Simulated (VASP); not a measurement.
Ru, 4 atoms in the cell. Symmetry: P6_3mc, No. 186, hexagonal system. The conventional cell has a = 2.917 Å, b = 2.917 Å, c = 8.018 Å, α = 90.00°, β = 90.00°, γ = 120.00°. Ru (site symmetry 3m) has 3 Ru at 1.68 Å within 2.2 Å. Within 2.2 Å of Ru (site symmetry 3m) lie 3 Ru at 1.68 Å. 

```yaml
Program: VASP 6.6.1
Task: single point
Functional: PBE
Potentials_or_basis: VASP PAW PBE potentials, release 64 (Ru_pv)
Cutoff: 520 eV
k_mesh: 9 × 9 × 2
Occupations: gaussian, width 0.1 eV
Spin: no spin polarisation
Dipole_correction: no
Further_INCAR_settings: ALGO = Fast; EDIFF = 1e-06; NBANDS = 36
```

Potentials or basis: VASP PAW PBE potentials, release 64 (Ru_pv).

Run with:

```bash
$ cat potpaw_PBE.64/Ru_pv/POTCAR > POTCAR
$ mpirun -np 1 vasp_std > vasp.out
```

Hardware: 1 thread of AMD EPYC 7R13 Processor (Zen 3), on a shared host.

**Question.** Estimate the wall time of this run.

**Answer.** It took 58 s on 1 thread of AMD EPYC 7R13 Processor (Zen 3) (shared host), peak memory 0.16 GiB. Counts: scf iterations 16, k points 24.
